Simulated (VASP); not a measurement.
Input of a VASP 6.6.1 run:

INCAR

```
SYSTEM = CdGeAs2
ALGO = Normal ; EDIFF = 1E-6
ENCUT = 520 ; GGA = PS
ISIF = 2 ; ISMEAR = -1
LASPH = .True. ; LCHARG = .False.
LREAL = Auto ; LWAVE = .False.
NBANDS = 86 ; NELM = 60
PREC = Accurate ; SIGMA = 0.05
```

The input KPOINTS:

```
k-points
0
Gamma
  2 2 4
  0 0 0
```

File POSCAR:

```
CdGeAs2
1.0
    8.2174914908     -0.0000354911     -0.0005717318
   -0.0000569031      8.2083819446     -0.0000222334
   -0.0000557980     -0.0001746065      5.9862192650
Cd As Ge
4 8 4
Direct
   -0.0002883301     -0.0001168728     -0.0000939601
   -0.0000382622      0.4998735983     -0.0003124469
    0.4996611745     -0.0005478562     -0.0003413135
    0.5000107461      0.4994494873     -0.0000226529
    0.0004215374      0.2498840240      0.2649460689
    0.2497174144     -0.0004552942      0.7352956568
    0.0004089909      0.7497851956      0.2649258595
    0.2500909915      0.4995642022      0.7353707572
    0.5004048851      0.2493989056      0.2649458112
    0.7498263026     -0.0004819727      0.7353502734
    0.5004213386      0.7495377729      0.2649385519
    0.7499664283      0.4995078770      0.7353128811
    0.2504220276      0.2495653128      0.4999308478
    0.2504209360      0.7495288870      0.4998893688
    0.7504223432      0.2495010657      0.4998991314
    0.7504272462      0.7495196660      0.4999197474
```

Potentials or basis: VASP PAW PBE potentials, release 64 (Cd, As, Ge_d).

The run is started by

```bash
$ cat potpaw_PBE.64/Cd/POTCAR potpaw_PBE.64/As/POTCAR potpaw_PBE.64/Ge_d/POTCAR > POTCAR
$ mpirun -np 1 vasp_std > vasp.out
```

(1) What does it give for the largest force?

(2) What does it give for the band gap on the k mesh?

(3) What does it give for the pressure?

Results:

(1) 0.031 eV/Å.

(2) zero (bands 72 and 73 overlap by 0.36 eV).

(3) 0.2 GPa.

Caveat: the k points lie up to 0.38 Å⁻¹ apart; semilocal functionals underestimate gaps, and a narrow one can read as zero; the PAW data sets were made with another functional, which shifts forces and pressure a little.
